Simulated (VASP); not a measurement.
# LuH2 (ae) (Fm-3m) in VASP: further runs

The runs below take LuH2 (ae) through single point, relaxation of cell and atoms, with PBEsol.

All numbers are computed with VASP 6.6.1; they aren't measurements. Logs are shortened: lines on timing, memory, paths and dates and some standing lists are left out, and cuts for length are marked.

### 1 The cell of the first run

Symmetry: Fm-3m, No. 225, cubic system. The conventional cell has a = 4.958 Å, b = 4.958 Å, c = 4.958 Å, α = 90.00°, β = 90.00°, γ = 90.00°. Within 2.8 Å of Lu (site symmetry m-3m) lie 8 H at 2.15 Å. Within 2.8 Å of H (site symmetry -43m) lie 4 Lu at 2.15 Å and 6 H at 2.48 Å.

### 2 Single point, PBEsol

INCAR reads:

```
SYSTEM = LuH2
PREC = Accurate
ENCUT = 520
EDIFF = 1E-6
ISMEAR = 0
SIGMA = 0.1
LREAL = .False.
LASPH = .True.
NELM = 100
ALGO = Normal
ISIF = 2
LWAVE = .False.
LCHARG = .True.
GGA = PS
LELF = .True.
LVHAR = .True.
NBANDS = 20
```

KPOINTS reads:

```
Automatic mesh
0
Gamma
  14 14 14
  0 0 0
```

POSCAR reads:

```
LuH2
1.0
    0.0000000000      2.4788730226      2.4788730226
    2.4788730226      0.0000000000      2.4788730226
    2.4788730226      2.4788730226      0.0000000000
Lu H
1 2
Direct
    0.0000000000      0.0000000000      0.0000000000
    0.2500000000      0.2500000000      0.2500000000
    0.7500000000      0.7500000000      0.7500000000
```

Potentials or basis: VASP PAW PBE potentials, release 64 (Lu, H).

On the command line:

```console
> cat potpaw_PBE.64/Lu/POTCAR potpaw_PBE.64/H/POTCAR > POTCAR
> mpirun -np 1 vasp_std > vasp.out
```

OUTCAR:

```text
SYSTEM = LuH2
   PREC = Accurate
   ENCUT = 520
   EDIFF = 1E-6
   ISMEAR = 0
   LREAL = .False.
   LASPH = .True.
   NELM = 100
   ISIF = 2
   GGA = PS

 ion  position               nearest neighbor table
   1  0.000  0.000  0.000-   3 2.15   3 2.15   3 2.15   2 2.15   3 2.15   2 2.15   2 2.15   2 2.15

   2  0.250  0.250  0.250-   1 2.15   1 2.15   1 2.15   1 2.15
   3  0.750  0.750  0.750-   1 2.15   1 2.15   1 2.15   1 2.15

  LATTYP: Found a face centered cubic cell.
 ALAT       =     4.9577460452

  Lattice vectors:

 A1 = (   0.0000000000,   2.4788730226,   2.4788730226)
 A2 = (   2.4788730226,   0.0000000000,   2.4788730226)
 A3 = (   2.4788730226,   2.4788730226,   0.0000000000)

Analysis of symmetry for initial positions (statically):
=====================================================================
 Subroutine PRICEL returns:
 Original cell was already a primitive cell.

 Routine SETGRP: Setting up the symmetry group for a
 face centered cubic supercell.

 Subroutine GETGRP returns: Found 48 space group operations
 (whereof 48 operations were pure point group operations)
 out of a pool of 48 trial point group operations.

The static configuration has the point symmetry O_h .

Analysis of symmetry for dynamics (positions and initial velocities):
=====================================================================
 Subroutine PRICEL returns:
 Original cell was already a primitive cell.

 Routine SETGRP: Setting up the symmetry group for a
 face centered cubic supercell.

 Subroutine GETGRP returns: Found 48 space group operations
 (whereof 48 operations were pure point group operations)
 out of a pool of 48 trial point group operations.

The dynamic configuration has the point symmetry O_h .

 Subroutine INISYM returns: Found 48 space group operations
 (whereof 48 operations are pure point group operations),
 and found     1 'primitive' translations

----------------------------------------------------------------------------------------

                                     Primitive cell

  volume of cell :      30.4644

  direct lattice vectors                    reciprocal lattice vectors
     0.000000000  2.478873023  2.478873023    -0.201704563  0.201704563  0.201704563
     2.478873023  0.000000000  2.478873023     0.201704563 -0.201704563  0.201704563
     2.478873023  2.478873023  0.000000000     0.201704563  0.201704563 -0.201704563

  length of vectors
     3.505655848  3.505655848  3.505655848     0.349362551  0.349362551  0.349362551

[... 77 lines left out ...]
   LNONCOLLINEAR =      F non collinear calculations
   LSORBIT =      F    spin-orbit coupling
   LASPH  =      T    aspherical Exc in radial PAW
   ENCUT  =  520.0 eV  38.22 Ry    6.18 a.u.   6.52  6.52  6.52*2*pi/ulx,y,z
   NELM   =    100;   NELMIN=  2; NELMDL= -5     # of ELM steps
   EDIFF  = 0.1E-05   stopping-criterion for ELM
   LREAL  =      F    real-space projection
   EDIFFG = 0.1E-04   stopping-criterion for IOM
   NSW    =      0    number of steps for IOM
   IBRION =     -1    ionic relax: 0-MD 1-quasi-New 2-CG
   NFREE  =      0    steps in history (QN), initial steepest desc. (CG)
   ISIF   =      2    stress and relaxation
   ISYM   =      2    0-nonsym 1-usesym 2-fastsym
   POTIM  = 0.5000    time-step for ionic-motion
   TEBEG  =    0.0;   TEEND  =   0.0 temperature during run
   PSTRESS=    0.0 pullay stress
   NELECT =      27.0000    total number of electrons
   NUPDOWN=      -1.0000    fix difference up-down
   EMIN   =  10.00;   EMAX   =-10.00  energy-range for DOS
   EFERMI =   0.00;   METHOD = LEGACY
   ISMEAR =     0;   SIGMA  =   0.10  broadening in eV -4-tet -1-fermi 0-gaus
   EFERMI_NEDOS =   21; number of points for ismear=-14 and -15
   IALGO  =     38    algorithm
   IMIX   =      4    mixing-type and parameters
     AMIX     =   0.40;   BMIX     =  1.00
     AMIX_MAG =   1.60;   BMIX_MAG =  1.00
  volume/ion in A,a.u.               =      10.15        68.53
  Fermi-wavevector in a.u.,A,eV,Ry     =   1.572528  2.971648 33.645103  2.472845
  Thomas-Fermi vector in A             =   2.673949
   LORBIT       =      0    0 simple, 1 ext, 2 COOP (PROOUT), +10 PAW based schemes
   GGA     = PS    functional components
   LHFCALC =     F    Hartree Fock is set to
   AEXX    =    0.0000 exact exchange contribution
   IVDW    =     0    specifies the selected vdW correction
   LEPSILON=     F    determine dielectric tensor
   LRPA    =     F    only Hartree local field effects (RPA)
 non-spin polarized calculation
 Gauss-broadening in eV      SIGMA  =   0.10
  energy-cutoff  :      520.00
  volume of cell :       30.46
 maximum number of plane-waves:       869
 NGX is ok and might be reduce to    28
   NGX = 13   NGY = 13   NGZ = 13

 number of electron      26.9999997 magnetization

 Free energy of the ion-electron system (eV)
  ---------------------------------------------------
  ext. energy  EPLUGINS =         0.00000000
  ---------------------------------------------------
  free energy    TOTEN  =       -13.70037255 eV

  energy without entropy =      -13.69682691  energy(sigma->0) =      -13.69859973

 E-fermi :   2.6705     XC(G=0): -11.4137

 val. band max:        2.6157350489   @ k =  -0.3571   0.2143   0.0000
 cond. band min:       2.6943885199   @ k =   0.4286   0.2143   0.0000
 fundamental gap:      0.0786534710
 Fermi energy:         2.6704933660

 k-point     1 :       0.0000    0.0000    0.0000
  band No.  band energies     occupation
      1     -53.3099      2.00000
      2     -23.8073      2.00000
      3     -23.8073      2.00000
      4     -23.8073      2.00000
      5      -6.7675      2.00000
      6      -2.4428      2.00000
[... 541 lines left out ...]
     19      11.6748      0.00000
     20      13.5962      0.00000

 [... further k-points ...]
[... 5 lines left out ...]
  --------------------------------------------------------------------------------------
  -------------------------------------------------------------------------------------
  Total        0.0750534      0.0750534      0.0750534      0.0000000      0.0000000      0.0000000
  in kB        3.9471917      3.9471917      3.9471917      0.0000000      0.0000000      0.0000000
  external PRESSURE =       3.9471917 kB  Pullay stress =       0.0000000 kB

 VOLUME and BASIS-vectors are now :
 -----------------------------------------------------------------------------
  energy-cutoff  :      520.00
  volume of cell :       30.46
      direct lattice vectors                 reciprocal lattice vectors
     0.000000000  2.478873023  2.478873023    -0.201704563  0.201704563  0.201704563
     2.478873023  0.000000000  2.478873023     0.201704563 -0.201704563  0.201704563
     2.478873023  2.478873023  0.000000000     0.201704563  0.201704563 -0.201704563

 POSITION                                       TOTAL-FORCE (eV/Angst)
 -----------------------------------------------------------------------------------
      0.00000      0.00000      0.00000        -0.000000     -0.000000     -0.000000
      1.23944      1.23944      1.23944         0.000000      0.000000      0.000000
      3.71831      3.71831      3.71831        -0.000000     -0.000000     -0.000000
 -----------------------------------------------------------------------------------
    total drift:                               -0.000000     -0.000000      0.000000

  FREE ENERGIE OF THE ION-ELECTRON SYSTEM (eV)
  ---------------------------------------------------
  free  energy   TOTEN  =       -13.7003725522 eV

  energy  without entropy=      -13.6968269103  energy(sigma->0) =      -13.69859973
```

It took 63 s on 1 thread of Intel Xeon Platinum 8259CL at 2.50GHz (Skylake/Cascade Lake), shared host; peak memory 0.22 GiB.

What came out:

```yaml
Free_energy: -13.7004 eV
Pressure: 0.4 GPa
```

Levels at points of the mesh, in eV from the Fermi level:
```csv
k point,band 9,band 10,band 11,band 12,band 13,band 14,band 15,band 16,band 17,band 18
"(0.00, 0.00, 0.00)",-4.76,-4.69,-4.69,-4.69,-0.30,1.43,1.43,1.43,4.40,4.40
"(0.50, 0.00, 0.00)",-4.74,-4.70,-4.70,-4.68,-3.75,1.50,1.50,5.08,6.02,6.02
"(0.50, 0.50, 0.00)",-4.75,-4.73,-4.71,-4.71,-3.79,-2.41,6.24,6.33,6.33,6.84
```

Caveat: the PAW data sets were made with another functional, which shifts forces and pressure a little; spin-orbit coupling is left out, which moves the levels of the heavy elements.

### 3 Relaxation of cell and atoms, PBEsol

This run uses another cell than the first one, of 10.28 Å³/atom, 1.012 times its volume.

INCAR reads:

```
PREC = Accurate ; ENCUT = 600
EDIFF = 1E-6 ; ISMEAR = 0
SIGMA = 0.1 ; LREAL = F
LASPH = T ; NELM = 100
ALGO = Normal ; ISIF = 3
LWAVE = F ; LCHARG = F
GGA = PS ; IBRION = 2
NSW = 50 ; EDIFFG = -0.003
```

KPOINTS reads:

```
regular mesh
0
Gamma
  14 14 14
```

POSCAR reads:

```
LuH2
1.0
    0.0000000000      2.4889867937      2.4889867937
    2.4889867937      0.0000000000      2.4889867937
    2.4889867937      2.4889867937      0.0000000000
Lu H
1 2
Direct
    0.0000000000      0.0000000000      0.0000000000
    0.2500000000      0.2500000000      0.2500000000
    0.7500000000      0.7500000000      0.7500000000
```

Potentials or basis: VASP PAW PBE potentials, release 64 (Lu, H).

On the command line:

```console
> cat potpaw_PBE.64/Lu/POTCAR potpaw_PBE.64/H/POTCAR > POTCAR
> mpirun -np 1 vasp_std > vasp.out
```

Run time: 3.9 min. Hardware: 1 thread of Intel Xeon Platinum 8259CL at 2.50GHz (Skylake/Cascade Lake), shared host; peak memory 0.23 GiB.

It converged, with:

```
Free energy                            : -13.7018 eV
Relaxed volume                         : 10.20 Å³/atom
Relaxed cell                           : a = 3.511 Å, b = 3.511 Å, c = 3.511 Å, α = 60.00°, β = 60.00°, γ = 60.00°
Space group after relaxing (to 0.05 Å) : Fm-3m (No. 225)
Energy gained by relaxing              : 0.2 meV/atom
Ionic steps                            : 5
Pressure after relaxing                : 0.0 GPa
```

The path:
| step | energy change (eV) | largest force (eV/Å) | pressure (GPa) | volume (Å³) |
| --- | --- | --- | --- | --- |
| 1 | 0.0000 | 0.0000 | -0.73 | 30.84 |
| 2 | -0.0005 | 0.0000 | -0.13 | 30.63 |
| 3 | -0.0005 | 0.0000 | 0.23 | 30.54 |
| 4 | -0.0005 | 0.0000 | 0.06 | 30.60 |
| 5 | -0.0005 | 0.0000 | 0.04 | 30.61 |

Final structure:
```xyz
3
Lattice="0.0000 2.4827 2.4827 2.4827 0.0000 2.4827 2.4827 2.4827 0.0000" Properties=species:S:1:pos:R:3 pbc="T T T"
Lu    0.0000    0.0000    0.0000
H     1.2414    1.2414    1.2414
H     3.7241    3.7241    3.7241
```

Levels at points of the mesh, in eV from the Fermi level:
```
           k point  band 11  band 12  band 13  band 14  band 15  band 16
(0.00, 0.00, 0.00)    -4.70    -4.70    -0.31     1.42     1.42     1.42
(0.50, 0.00, 0.00)    -4.72    -4.70    -3.76     1.50     1.50     5.06
(0.50, 0.50, 0.00)    -4.73    -4.73    -3.81    -2.40     6.21     6.30
```

Caveat: the PAW data sets were made with another functional, which shifts forces and pressure a little; spin-orbit coupling is left out, which moves the levels of the heavy elements.
